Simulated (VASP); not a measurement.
# Zn6S7 (a cell with a defect) in VASP: notebook, part 2 of 2

VASP 6.6.1. Earlier steps stand in the parts before.

## 3. Single point, PBE

INCAR reads:

```
SYSTEM = Zn6S7
PREC = Accurate ; ENCUT = 400
EDIFF = 1E-6 ; ISMEAR = 0
SIGMA = 0.02 ; LREAL = .FALSE.
LASPH = .TRUE. ; NELM = 120
ALGO = Normal ; ISIF = 2
LWAVE = .FALSE. ; LCHARG = .FALSE.
GGA = PE ; NBANDS = 69
GGA_COMPAT = .FALSE.
```

KPOINTS reads:

```
Automatic mesh
0
G
  2 2 2
  0 0 0
```

POSCAR reads:

```
Zn6S7
1.0
    0.0000000000      0.0000000000      6.3046430652
   -0.0000000001     -6.6581192410      0.0000000000
    5.7661004042      3.3290596205      0.0000000000
Zn S
6 7
Direct
   -0.0022280405      0.3259755212      0.3255904109
   -0.0016798731      0.6748981150      1.0002683956
   -0.0019655355      1.0006605915      0.6747537725
    0.5022864843      0.6833432389      0.6836845916
    0.5022132050      0.9995137519      0.3161934188
    0.5022555547      0.3162338346      0.9998591068
    0.3886860802      0.3565125406      0.3567256648
    0.3882048476      0.6428150144      0.9998802650
    0.3885319081      0.9996674852      0.6430925132
    0.8653046562      0.6489118795      0.6487008095
    0.8651626973      1.0003325128      0.3517720570
    0.8650640399      0.3522477221      1.0001197683
    0.1706735796      0.0006615191      0.0002858084
```

Potentials or basis: VASP PAW PBE potentials, release 64 (Zn, S).

Started as:

```bash
$ cat potpaw_PBE.64/Zn/POTCAR potpaw_PBE.64/S/POTCAR > POTCAR
$ mpirun -np 1 vasp_std > vasp.out
```

OUTCAR:

```text
SYSTEM = Zn6S7
   PREC = Accurate
   ENCUT = 400
   EDIFF = 1E-6
   ISMEAR = 0
   LREAL = .FALSE.
   LASPH = .TRUE.
   NELM = 120
   ISIF = 2
   GGA = PE

 ion  position               nearest neighbor table
   1  0.998  0.326  0.326-  10 2.31  12 2.41  11 2.41  13 2.42   7 2.47
   2  0.998  0.675  0.000-  12 2.31  11 2.41  10 2.41  13 2.43   8 2.47
   3  0.998  0.001  0.675-  11 2.31  12 2.41  10 2.41  13 2.43   9 2.47
   4  0.502  0.683  0.684-   7 2.29  10 2.30   8 2.36   9 2.36
   5  0.502  1.000  0.316-   9 2.29  11 2.30   8 2.36   7 2.37
   6  0.502  0.316  1.000-   8 2.29  12 2.30   9 2.36   7 2.36
   7  0.389  0.357  0.357-   4 2.29   6 2.36   5 2.37   1 2.47  13 2.74
   8  0.388  0.643  1.000-   6 2.29   4 2.36   5 2.36   2 2.47  13 2.75
   9  0.389  1.000  0.643-   5 2.29   4 2.36   6 2.36   3 2.47  13 2.74
  10  0.865  0.649  0.649-   4 2.30   1 2.31   2 2.41   3 2.41
  11  0.865  0.000  0.352-   5 2.30   3 2.31   2 2.41   1 2.41
  12  0.865  0.352  0.000-   6 2.30   2 2.31   3 2.41   1 2.41
  13  0.171  0.001  0.000-   1 2.42   3 2.43   2 2.43   7 2.74   9 2.74   8 2.75

  LATTYP: Found a hexagonal cell.
 ALAT       =     6.6581192410
 C/A-ratio  =     0.9469105069

  Lattice vectors:

 A1 = (  -0.0000000001,  -6.6581192410,   0.0000000000)
 A2 = (   5.7661004042,   3.3290596205,   0.0000000000)
 A3 = (   0.0000000000,   0.0000000000,   6.3046430652)

Analysis of symmetry for initial positions (statically):
=====================================================================
 Subroutine PRICEL returns:
 Original cell was already a primitive cell.

 Routine SETGRP: Setting up the symmetry group for a
 hexagonal supercell.

 Subroutine GETGRP returns: Found  1 space group operations
 (whereof  1 operations were pure point group operations)
 out of a pool of 24 trial point group operations.

The static configuration has the point symmetry C_1 .

Analysis of symmetry for dynamics (positions and initial velocities):
=====================================================================
[... 149 lines left out ...]
  volume of cell :      242.04
 maximum number of plane-waves:      4412
 NGX is ok and might be reduce to    42
   NGX = 21   NGY = 21   NGZ = 21

 number of electron     113.9999937 magnetization

 Free energy of the ion-electron system (eV)
  ---------------------------------------------------
  ext. energy  EPLUGINS =         0.00000000
  ---------------------------------------------------
  free energy    TOTEN  =       -40.88857688 eV

  energy without entropy =      -40.88853580  energy(sigma->0) =      -40.88855634

 E-fermi :   3.5068     XC(G=0):  -9.9440

 val. band max:        3.4607452166   @ k =   0.5000   0.0000   0.5000
 cond. band min:       3.5494112666   @ k =   0.0000   0.0000   0.5000
 fundamental gap:      0.0886660500
 Fermi energy:         3.5067674986

 k-point     1 :       0.0000    0.0000    0.0000
  band No.  band energies     occupation
      1     -11.1073      2.00000
      2      -9.5985      2.00000
      3      -9.4033      2.00000
      4      -9.4029      2.00000
      5      -9.2866      2.00000
      6      -9.2834      2.00000
[... 565 lines left out ...]
     68       8.4684      0.00000
     69       8.7831      0.00000

------------------------ aborting loop because EDIFF is reached ----------------------------------------

  FORCE on cell =-STRESS in cart. coord.  units (eV):
  Direction    XX          YY          ZZ          XY          YZ          ZX
  --------------------------------------------------------------------------------------
  -------------------------------------------------------------------------------------
  Total        8.4169813      8.5159429      8.1037567      0.0161012      0.0411682     -0.0139638
  in kB       55.7150686     56.3701316     53.6417212      0.1065794      0.2725076     -0.0924312
  external PRESSURE =      55.2423072 kB  Pullay stress =       0.0000000 kB

 VOLUME and BASIS-vectors are now :
 -----------------------------------------------------------------------------
  energy-cutoff  :      400.00
  volume of cell :      242.04
      direct lattice vectors                 reciprocal lattice vectors
     0.000000000  0.000000000  6.304643065     0.000000000  0.000000000  0.158613262
    -0.000000000 -6.658119241  0.000000000     0.086713717 -0.150192564  0.000000000
     5.766100404  3.329059620  0.000000000     0.173427434 -0.000000000  0.000000000

 POSITION                                       TOTAL-FORCE (eV/Angst)
 -----------------------------------------------------------------------------------
      1.87739     -1.08647      6.29060         0.000295      0.000022     -0.017780
      0.00155     -4.49266      6.29405        -0.000351     -0.001142     -0.019087
      3.89070      2.24190      6.29225         0.000093      0.000907     -0.018334
      3.94219     -2.27375      3.16674         0.014452     -0.008503      0.011527
      1.82320     -5.60226      3.16628        -0.013983     -0.008249      0.011199
      5.76529      1.22307      3.16654        -0.000103      0.015994      0.010998
      2.05692     -1.18614      2.45053        -0.006091      0.003501      0.006302
      5.76541     -0.95128      2.44749         0.000711     -0.007785      0.007726
      3.70814     -4.51501      2.44956         0.006122      0.002584      0.006450
      3.74047     -2.16097      5.45544         0.011794     -0.006255     -0.001400
      2.02835      1.16886      5.45454        -0.012744     -0.006897     -0.000691
      0.00069     -2.34491      5.45392         0.000321      0.014284     -0.000784
      0.00165     -0.00345      1.07604        -0.000515      0.001538      0.003873
 -----------------------------------------------------------------------------------
    total drift:                                0.000187     -0.000398      0.004061

  FREE ENERGIE OF THE ION-ELECTRON SYSTEM (eV)
  ---------------------------------------------------
  free  energy   TOTEN  =       -40.8885768803 eV

  energy  without entropy=      -40.8885358032  energy(sigma->0) =      -40.88855634
```

OSZICAR:

```text
N       E                     dE             d eps       ncg     rms          rms(c)
DAV:   1     0.928923203518E+03    0.92892E+03   -0.43903E+04  1104   0.167E+03
DAV:   2     0.102658597912E+03   -0.82626E+03   -0.79362E+03  1104   0.422E+02
DAV:   3    -0.354894760064E+02   -0.13815E+03   -0.13473E+03  1269   0.158E+02
DAV:   4    -0.433561606106E+02   -0.78667E+01   -0.77804E+01  1296   0.382E+01
DAV:   5    -0.435318797779E+02   -0.17572E+00   -0.17533E+00  1304   0.577E+00    0.212E+01
DAV:   6    -0.408322925932E+02    0.26996E+01   -0.61318E+00  1635   0.473E+01    0.155E+01
DAV:   7    -0.409725025180E+02   -0.14021E+00   -0.72268E+00  1232   0.964E+00    0.588E+00
DAV:   8    -0.408925299279E+02    0.79973E-01   -0.32360E-01  1416   0.478E+00    0.206E+00
DAV:   9    -0.408872551231E+02    0.52748E-02   -0.11170E-01  1464   0.328E+00    0.432E-01
DAV:  10    -0.408878760767E+02   -0.62095E-03   -0.10246E-02  1312   0.163E+00    0.270E-01
DAV:  11    -0.408881950917E+02   -0.31901E-03   -0.14790E-03  1432   0.473E-01    0.163E-01
DAV:  12    -0.408885364768E+02   -0.34139E-03   -0.59444E-04  1235   0.222E-01    0.315E-02
DAV:  13    -0.408885668134E+02   -0.30337E-04   -0.20104E-04  1256   0.180E-01    0.178E-02
DAV:  14    -0.408885721055E+02   -0.52921E-05   -0.27153E-05  1235   0.646E-02    0.114E-02
DAV:  15    -0.408885755380E+02   -0.34325E-05   -0.75994E-06  1168   0.266E-02    0.475E-03
DAV:  16    -0.408885765900E+02   -0.10520E-05   -0.24845E-06   947   0.127E-02    0.246E-03
DAV:  17    -0.408885768803E+02   -0.29021E-06   -0.70743E-07   736   0.766E-03
   1 F= -.40888577E+02 E0= -.40888556E+02  d E =-.410771E-04
```

It took 79 s on 1 thread of Intel Xeon 6975P-C (Granite Rapids), shared host; peak memory 0.31 GiB.

What came out:

| Item | Value |
| --- | --- |
| Free energy | -40.8886 eV |
| Pressure | 5.5 GPa |
| Largest force | 0.020 eV/Å |
| Band gap on the k mesh | zero (band 57 reaches 3.58 eV, above the bottom of band 58 at 3.01 eV) |

Forces in eV/Å, atoms in the order of the input:
```
Zn   0.000  0.000 -0.018
Zn   0.000 -0.001 -0.019
Zn   0.000  0.001 -0.018
Zn   0.014 -0.009  0.012
Zn  -0.014 -0.008  0.011
Zn   0.000  0.016  0.011
S   -0.006  0.004  0.006
S    0.001 -0.008  0.008
S    0.006  0.003  0.006
S    0.012 -0.006 -0.001
S   -0.013 -0.007 -0.001
S    0.000  0.014 -0.001
S   -0.001  0.002  0.004
```

Stress tensor (GPa, compression positive):
```
 5.57  0.01 -0.01
 0.01  5.64  0.03
-0.01  0.03  5.36
```

Caveat: the k points lie up to 0.54 Å⁻¹ apart.

## 4. Single point, PBE

INCAR reads:

```
SYSTEM = Zn6S7
  PREC = Accurate
  ENCUT = 400
  EDIFF = 1E-6
  ISMEAR = 0
  SIGMA = 0.02
  LREAL = .FALSE.
  LASPH = .TRUE.
  NELM = 120
  ALGO = Normal
  ISIF = 2
  LWAVE = .FALSE.
  LCHARG = .FALSE.
  GGA = PE
  NBANDS = 69
  GGA_COMPAT = .FALSE.
```

KPOINTS reads:

```
regular mesh
0
G
  2 2 2
  0 0 0
```

POSCAR reads:

```
Zn6S7
1.0
    0.0000000000      0.0000000000      6.3046430652
   -0.0000000001     -6.6581192410      0.0000000000
    5.7661004042      3.3290596205      0.0000000000
Zn S
6 7
Direct
    0.0022131308      0.3161934409      0.3166797093
    0.0022864102      0.6836845399      1.0003414085
    0.0022556392      0.9998591302      0.6836252794
    0.4980345386      0.6747538228      0.6740931874
    0.4983202011      1.0002684563      0.3253701581
    0.4977718750      0.3255903944      0.9996149210
    0.3651627818      0.3517721308      0.3514394232
    0.3653045821      0.6487008077      0.9997890422
    0.3650641244      1.0001198312      0.6478721733
    0.8885319822      0.6430924325      0.6434249736
    0.8882047631      0.9998801790      0.3570652357
    0.8886861543      0.3567256555      1.0002130722
   -0.3293263359      0.0002857987     -0.0003758173
```

Started as:

```bash
$ cat potpaw_PBE.64/Zn/POTCAR potpaw_PBE.64/S/POTCAR > POTCAR
$ mpirun -np 1 vasp_std > vasp.out
```

Wall time 67 s (1 thread of Intel Xeon 6975P-C (Granite Rapids), shared host); peak memory 0.31 GiB.

It converged, with:

| Item | Value |
| --- | --- |
| Free energy | -40.8886 eV |
| Pressure | 5.5 GPa |
| Largest force | 0.020 eV/Å |
| Band gap on the k mesh | zero (band 57 reaches 3.58 eV, above the bottom of band 58 at 3.01 eV) |

Forces on the atoms (eV/Å):
```
Zn  -0.014  0.008  0.011
Zn   0.000 -0.017  0.012
Zn   0.014  0.008  0.011
Zn   0.001  0.000 -0.018
Zn  -0.001  0.000 -0.019
Zn   0.000  0.000 -0.018
S   -0.012  0.008 -0.001
S    0.001 -0.013 -0.001
S    0.012  0.007 -0.001
S    0.005 -0.004  0.006
S   -0.006 -0.005  0.008
S    0.000  0.007  0.006
S    0.001  0.001  0.004
```

Stress tensor (GPa, compression positive):
```
5.64 0.02 0.02
0.02 5.59 0.02
0.02 0.02 5.38
```

Levels at points of the mesh, in eV from the Fermi level:
```csv
k point,band 53,band 54,band 55,band 56,band 57,band 58,band 59,band 60,band 61,band 62
"(0.00, 0.00, 0.00)",-1.10,-0.96,-0.96,-0.06,0.07,0.08,1.45,3.15,3.47,4.24
"(0.50, 0.00, 0.00)",-1.56,-1.33,-1.33,-0.80,-0.79,-0.50,2.71,3.11,3.22,3.22
"(0.00, 0.50, 0.00)",-1.85,-1.70,-1.65,-0.61,-0.15,0.04,2.51,3.24,3.48,3.57
"(0.00, 0.00, 0.50)",-1.85,-1.70,-1.64,-0.61,-0.16,0.05,2.50,3.24,3.48,3.57
"(0.00, 0.50, 0.50)",-1.85,-1.70,-1.64,-0.61,-0.15,0.05,2.50,3.24,3.48,3.57
"(0.50, 0.50, 0.00)",-2.33,-2.15,-1.95,-0.76,-0.05,0.46,2.67,3.09,3.14,3.57
"(0.50, 0.00, 0.50)",-2.32,-2.15,-1.95,-0.75,-0.05,0.46,2.67,3.09,3.14,3.56
"(0.50, 0.50, 0.50)",-2.32,-2.15,-1.95,-0.76,-0.05,0.46,2.67,3.09,3.14,3.57
```

Caveat: the k points lie up to 0.54 Å⁻¹ apart.
